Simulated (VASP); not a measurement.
# Yb (Im-3m) in VASP: a series of runs

Aim: see how the results for Yb move with the level of theory and the settings. Levels: PBEsol, b88 exchange, pbe correlation, PBE. Tasks: single point.

All numbers are computed with VASP 6.6.1; they aren't measurements. Logs are shortened: lines on timing, memory, paths and dates and some standing lists are left out, and cuts for length are marked.

## 1. The cell of the first run

Symmetry: Im-3m, No. 229, cubic system. The conventional cell has a = 4.303 Å, b = 4.303 Å, c = 4.303 Å, α = 90.00°, β = 90.00°, γ = 90.00°. Within 4.9 Å of Yb (site symmetry m-3m) lie 14 Yb at 3.73 to 4.30 Å.

This isn't the form of Yb at room conditions, which is fcc.

## 2. Single point, PBEsol

Contents of INCAR:

```
  PREC = Accurate
  ENCUT = 520
  EDIFF = 1E-6
  ISMEAR = -1
  SIGMA = 0.05
  LREAL = F
  LASPH = T
  NELM = 60
  ALGO = Normal
  ISIF = 2
  LWAVE = F
  LCHARG = T
  GGA = PS
  LELF = T
  LVHAR = T
  NBANDS = 18
```

Contents of KPOINTS:

```
Automatic mesh
0
Gamma
  9 9 9
```

Contents of POSCAR:

```
Yb
1.0
   -2.1514830000      2.1514830000      2.1514830000
    2.1514830000     -2.1514830000      2.1514830000
    2.1514830000      2.1514830000     -2.1514830000
Yb
1
Direct
    0.0000000000      0.0000000000      0.0000000000
```

Potentials or basis: VASP PAW PBE potentials, release 64 (Yb).

The run is started by

```sh
> cat potpaw_PBE.64/Yb/POTCAR > POTCAR
> mpirun -np 1 vasp_std > vasp.out
```

OUTCAR:

```text
PREC = Accurate
   ENCUT = 520
   EDIFF = 1E-6
   ISMEAR = -1
   LREAL = F
   LASPH = T
   NELM = 60
   ISIF = 2
   GGA = PS

 ion  position               nearest neighbor table
   1  0.000  0.000  0.000-

  LATTYP: Found a body centered cubic cell.
 ALAT       =     4.3029660000

  Lattice vectors:

 A1 = (  -2.1514830000,   2.1514830000,   2.1514830000)
 A2 = (   2.1514830000,  -2.1514830000,   2.1514830000)
 A3 = (   2.1514830000,   2.1514830000,  -2.1514830000)

Analysis of symmetry for initial positions (statically):
=====================================================================
 Subroutine PRICEL returns:
 Original cell was already a primitive cell.

 Routine SETGRP: Setting up the symmetry group for a
 body centered cubic supercell.

 Subroutine GETGRP returns: Found 48 space group operations
 (whereof 48 operations were pure point group operations)
 out of a pool of 48 trial point group operations.

The static configuration has the point symmetry O_h .

Analysis of symmetry for dynamics (positions and initial velocities):
=====================================================================
 Subroutine PRICEL returns:
 Original cell was already a primitive cell.

 Routine SETGRP: Setting up the symmetry group for a
 body centered cubic supercell.

 Subroutine GETGRP returns: Found 48 space group operations
 (whereof 48 operations were pure point group operations)
 out of a pool of 48 trial point group operations.

The dynamic configuration has the point symmetry O_h .

 Subroutine INISYM returns: Found 48 space group operations
 (whereof 48 operations are pure point group operations),
 and found     1 'primitive' translations

----------------------------------------------------------------------------------------

                                     Primitive cell

  volume of cell :      39.8358

  direct lattice vectors                    reciprocal lattice vectors
    -2.151483000  2.151483000  2.151483000     0.000000000  0.232397839  0.232397839
     2.151483000 -2.151483000  2.151483000     0.232397839  0.000000000  0.232397839
     2.151483000  2.151483000 -2.151483000     0.232397839  0.232397839  0.000000000

  length of vectors
     3.726477868  3.726477868  3.726477868     0.328660176  0.328660176  0.328660176

  position of ions in fractional coordinates (direct lattice)
     0.000000000  0.000000000  0.000000000

  ion indices of the primitive-cell ions
   primitive index   ion index
                 1           1

----------------------------------------------------------------------------------------

 KPOINTS: Automatic mesh

Automatic generation of k-mesh.
 Grid dimensions read from file:
 generate k-points for:    9    9    9

 Generating k-lattice:

  Cartesian coordinates                     Fractional coordinates (reciprocal lattice)
     0.000000000  0.025821982  0.025821982     0.111111111  0.000000000  0.000000000
     0.025821982  0.000000000  0.025821982     0.000000000  0.111111111  0.000000000
     0.025821982  0.025821982  0.000000000     0.000000000  0.000000000  0.111111111

  Length of vectors
     0.036517797  0.036517797  0.036517797

  Shift w.r.t. Gamma in fractional coordinates (k-lattice)
     0.000000000  0.000000000  0.000000000

 Subroutine IBZKPT returns following result:
 ===========================================

 Found     35 irreducible k-points:

 Following reciprocal coordinates:
            Coordinates               Weight
  0.000000  0.000000  0.000000      1.000000
  0.111111  0.000000  0.000000     12.000000
  0.222222  0.000000  0.000000     12.000000
  0.333333  0.000000  0.000000     12.000000
  0.444444  0.000000  0.000000     12.000000
  0.111111  0.111111  0.000000     24.000000
[... 16 lines left out ...]
 -0.333333  0.444444  0.111111     48.000000
 -0.444444 -0.444444  0.111111     24.000000
 [... further k-points ...]
   k-points           NKPTS =     35   k-points in BZ     NKDIM =     35   number of bands    NBANDS=     18
   number of dos      NEDOS =    301   number of ions     NIONS =      1
   total plane-waves  NPLWV =  21952
   dimension x,y,z NGX =    28 NGY =   28 NGZ =   28
   dimension x,y,z NGXF=    56 NGYF=   56 NGZF=   56
   ions per type =               1
   NGX,Y,Z   is equivalent  to a cutoff of  12.49, 12.49, 12.49 a.u.
   NGXF,Y,Z  is equivalent  to a cutoff of  24.98, 24.98, 24.98 a.u.
 SYSTEM =  unknown system
   PREC   = accura    normal or accurate (medium, high low for compatibility)
   ISTART =      0    job   : 0-new  1-cont  2-samecut
   ICHARG =      2    charge: 1-file 2-atom 10-const
   ISPIN  =      1    spin polarized calculation?
   LNONCOLLINEAR =      F non collinear calculations
   LSORBIT =      F    spin-orbit coupling
   LASPH  =      T    aspherical Exc in radial PAW
   ENCUT  =  520.0 eV  38.22 Ry    6.18 a.u.   6.93  6.93  6.93*2*pi/ulx,y,z
   NELM   =     60;   NELMIN=  2; NELMDL= -5     # of ELM steps
   EDIFF  = 0.1E-05   stopping-criterion for ELM
   LREAL  =      F    real-space projection
   EDIFFG = 0.1E-04   stopping-criterion for IOM
   NSW    =      0    number of steps for IOM
   IBRION =     -1    ionic relax: 0-MD 1-quasi-New 2-CG
   NFREE  =      0    steps in history (QN), initial steepest desc. (CG)
   ISIF   =      2    stress and relaxation
   ISYM   =      2    0-nonsym 1-usesym 2-fastsym
   POTIM  = 0.5000    time-step for ionic-motion
   TEBEG  =    0.0;   TEEND  =   0.0 temperature during run
   PSTRESS=    0.0 pullay stress
   NELECT =      24.0000    total number of electrons
   NUPDOWN=      -1.0000    fix difference up-down
   EMIN   =  10.00;   EMAX   =-10.00  energy-range for DOS
   EFERMI =   0.00;   METHOD = LEGACY
   ISMEAR =    -1;   SIGMA  =   0.05  broadening in eV -4-tet -1-fermi 0-gaus
   EFERMI_NEDOS =   21; number of points for ismear=-14 and -15
   IALGO  =     38    algorithm
   IMIX   =      4    mixing-type and parameters
     AMIX     =   0.40;   BMIX     =  1.00
     AMIX_MAG =   1.60;   BMIX_MAG =  1.00
  volume/ion in A,a.u.               =      39.84       268.83
  Fermi-wavevector in a.u.,A,eV,Ry     =   1.382677  2.612880 26.011550  1.911795
  Thomas-Fermi vector in A             =   2.507346
   LORBIT       =      0    0 simple, 1 ext, 2 COOP (PROOUT), +10 PAW based schemes
   GGA     = PS    functional components
   LHFCALC =     F    Hartree Fock is set to
   AEXX    =    0.0000 exact exchange contribution
   IVDW    =     0    specifies the selected vdW correction
   LEPSILON=     F    determine dielectric tensor
   LRPA    =     F    only Hartree local field effects (RPA)
 non-spin polarized calculation
  energy-cutoff  :      520.00
  volume of cell :       39.84
 maximum number of plane-waves:      1097
   NGX = 13   NGY = 13   NGZ = 13

 number of electron      24.0000000 magnetization

 Free energy of the ion-electron system (eV)
  ---------------------------------------------------
  ext. energy  EPLUGINS =         0.00000000
  ---------------------------------------------------
  free energy    TOTEN  =        -3.82965338 eV

  energy without entropy =       -3.81498157  energy(sigma->0) =       -3.82231748

 E-fermi :   1.1460     XC(G=0):  -9.1150

 val. band max:        1.1260274738   @ k =  -0.4444  -0.4444   0.2222
 cond. band min:       1.1625336386   @ k =  -0.4444  -0.4444   0.2222
 fundamental gap:      0.0365061648
 Fermi energy:         1.1460282102

 k-point     1 :       0.0000    0.0000    0.0000
  band No.  band energies     occupation
      1     -50.6733      2.00000
      2     -22.9043      2.00000
      3     -22.9043      2.00000
      4     -22.9043      2.00000
      5      -3.7921      2.00000
      6       0.7344      1.99947
[... 10 lines left out ...]
     17       5.6553      0.00000
     18      11.3898      0.00000

 k-point     2 :       0.1111    0.0000    0.0000
  band No.  band energies     occupation
      1     -50.6720      2.00000
      2     -22.9335      2.00000
      3     -22.9140      2.00000
      4     -22.9043      2.00000
      5      -3.5201      2.00000
      6       0.7360      1.99945
[... 10 lines left out ...]
     17       5.6564      0.00000
     18      11.6357      0.00000

 k-point     3 :       0.2222    0.0000    0.0000
  band No.  band energies     occupation
      1     -50.6687      2.00000
      2     -23.0063      2.00000
      3     -22.9384      2.00000
      4     -22.9042      2.00000
      5      -2.7520      2.00000
      6       0.7413      1.99939
[... 10 lines left out ...]
     17       5.7235      0.00000
     18      11.3998      0.00000

 k-point     4 :       0.3333    0.0000    0.0000
  band No.  band energies     occupation
      1     -50.6649      2.00000
      2     -23.0873      2.00000
      3     -22.9660      2.00000
      4     -22.9041      2.00000
      5      -1.6525      2.00000
      6       0.7421      1.99938
[... 10 lines left out ...]
     17       6.2092      0.00000
     18       9.4417      0.00000

 k-point     5 :       0.4444    0.0000    0.0000
  band No.  band energies     occupation
      1     -50.6625      2.00000
      2     -23.1391      2.00000
      3     -22.9839      2.00000
      4     -22.9040      2.00000
      5      -0.6337      2.00000
      6       0.7386      1.99942
[... 10 lines left out ...]
     17       7.5926      0.00000
     18       8.3865      0.00000

 k-point     6 :       0.1111    0.1111    0.0000
  band No.  band energies     occupation
      1     -50.6697      2.00000
      2     -22.9837      2.00000
      3     -22.9247      2.00000
      4     -22.9113      2.00000
      5      -2.9981      2.00000
      6       0.7363      1.99945
[... 10 lines left out ...]
     17       5.8265      0.00000
     18      11.9875      0.00000

 k-point     7 :       0.2222    0.1111    0.0000
  band No.  band energies     occupation
      1     -50.6661      2.00000
      2     -23.0544      2.00000
      3     -22.9540      2.00000
      4     -22.9140      2.00000
      5      -2.0457      2.00000
      6       0.7390      1.99942
[... 10 lines left out ...]
     17       6.0406      0.00000
     18       9.9300      0.00000

 k-point     8 :       0.3333    0.1111   -0.0000
  band No.  band energies     occupation
      1     -50.6630      2.00000
      2     -23.1138      2.00000
      3     -22.9830      2.00000
      4     -22.9146      2.00000
      5      -0.9028      2.00000
      6       0.7401      1.99940
[... 10 lines left out ...]
     17       6.9819      0.00000
     18       8.4770      0.00000
[... 229 lines left out ...]
     17       6.2016      0.00000
     18      10.5019      0.00000

 k-point    20 :      -0.3333    0.3333    0.1111
  band No.  band energies     occupation
      1     -50.6638      2.00000
      2     -23.0822      2.00000
      3     -22.9767      2.00000
      4     -22.9263      2.00000
      5      -1.4135      2.00000
      6       0.7304      1.99951
[... 10 lines left out ...]
     17       6.1272      0.00000
     18       9.1846      0.00000

 k-point    21 :      -0.2222    0.3333    0.1111
  band No.  band energies     occupation
      1     -50.6641      2.00000
      2     -23.0557      2.00000
      3     -22.9777      2.00000
      4     -22.9417      2.00000
      5      -1.5867      2.00000
      6       0.7267      1.99954
[... 10 lines left out ...]
     17       6.1482      0.00000
     18       9.4578      0.00000

 k-point    22 :      -0.4444    0.4444    0.1111
  band No.  band energies     occupation
      1     -50.6614      2.00000
      2     -23.1317      2.00000
      3     -22.9949      2.00000
      4     -22.9252      2.00000
      5      -0.3789      2.00000
      6       0.7322      1.99949
[... 10 lines left out ...]
     17       7.5146      0.00000
     18       8.3737      0.00000

 k-point    23 :      -0.3333    0.4444    0.1111
  band No.  band energies     occupation
      1     -50.6612      2.00000
      2     -23.1036      2.00000
      3     -23.0092      2.00000
      4     -22.9434      2.00000
      5      -0.4704      2.00000
      6       0.7295      1.99952
[... 10 lines left out ...]
     17       7.0154      0.00000
     18       8.5411      0.00000

 k-point    24 :      -0.4444   -0.4444    0.1111
  band No.  band energies     occupation
      1     -50.6600      2.00000
      2     -23.1226      2.00000
      3     -23.0221      2.00000
      4     -22.9432      2.00000
      5       0.2413      2.00000
      6       0.7384      1.99942
[... 10 lines left out ...]
     17       7.6042      0.00000
     18       8.0243      0.00000

 [... further k-points ...]

------------------------ aborting loop because EDIFF is reached ----------------------------------------

  FORCE on cell =-STRESS in cart. coord.  units (eV):
  Direction    XX          YY          ZZ          XY          YZ          ZX
  --------------------------------------------------------------------------------------
  -------------------------------------------------------------------------------------
  Total       -0.6342708     -0.6342708     -0.6342708      0.0000000      0.0000000      0.0000000
  in kB      -25.5100643    -25.5100643    -25.5100643      0.0000000      0.0000000      0.0000000
  external PRESSURE =     -25.5100643 kB  Pullay stress =       0.0000000 kB

 VOLUME and BASIS-vectors are now :
 -----------------------------------------------------------------------------
  energy-cutoff  :      520.00
  volume of cell :       39.84
      direct lattice vectors                 reciprocal lattice vectors
    -2.151483000  2.151483000  2.151483000     0.000000000  0.232397839  0.232397839
     2.151483000 -2.151483000  2.151483000     0.232397839  0.000000000  0.232397839
     2.151483000  2.151483000 -2.151483000     0.232397839  0.232397839  0.000000000

 POSITION                                       TOTAL-FORCE (eV/Angst)
 -----------------------------------------------------------------------------------
      0.00000      0.00000      0.00000         0.000000      0.000000     -0.000000
 -----------------------------------------------------------------------------------
    total drift:                                0.000000      0.000000      0.000000

  FREE ENERGIE OF THE ION-ELECTRON SYSTEM (eV)
  ---------------------------------------------------
  free  energy   TOTEN  =        -3.8296533825 eV

  energy  without entropy=       -3.8149815690  energy(sigma->0) =       -3.82231748
```

Wall time 1.7 min (1 thread of AMD EPYC, shared host); peak memory 0.15 GiB.

What came out:

- Free energy: -3.8297 eV
- Pressure: -2.6 GPa
- Band gap on the k mesh: zero (bands 12 and 13 overlap by 0.24 eV)

Caveat: the PAW data sets were made with another functional, which shifts forces and pressure a little; spin-orbit coupling is left out, which moves the levels of the heavy elements.

[end of part 1 of 2]
